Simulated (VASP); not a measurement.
Runs of VASP 6.6.1 on Dy2BiP3. The structure is that of space group P6/mmm (No. 191), or close to it. The cells are those of the table. The cell was built from a structure type or drawn by symmetry, and may not be a known phase.

```csv
task,cell,k mesh,gap on the mesh (eV),pressure (GPa),relaxed volume (Å³/atom)
relaxation of cell and atoms,"relaxed from a = 6.253, b = 6.253, c = 4.140 Å, angles 90.0, 90.0, 120.0°, 6 atoms",6 × 6 × 10,none,0.0,23.39
single point,"a = 6.364, b = 6.364, c = 3.841 Å, angles 90.0, 90.0, 120.0°, 6 atoms",3 × 3 × 4,none,6.8,-
single point,"a = 6.202, b = 6.202, c = 4.204 Å, angles 90.0, 90.0, 120.0°, 6 atoms",6 × 6 × 10,none,(a),-
relaxation of cell and atoms,"relaxed from a = 6.364, b = 6.364, c = 3.841 Å, angles 90.0, 90.0, 120.0°, 6 atoms",3 × 3 × 4,none,0.0,23.46
```

Alike in all rows: level PBE; potentials or basis VASP PAW PBE potentials, release 64 (Dy_3, Bi_d, P), 4f in core; no spin polarisation; smearing gaussian 0.1 eV.

Q: Estimate the missing entries.

A: (a) 0.2.

Caveats: some runs use coarse meshes; spin-orbit coupling is left out, which moves the levels of the heavy elements; the 4f electrons are frozen in the core, so they carry no moment and show no levels.

A k mesh can miss the band edges, and the runs leave out spin-orbit coupling on Bi, Dy.

A gap of «none» marks levels without a gap at the run's occupations.
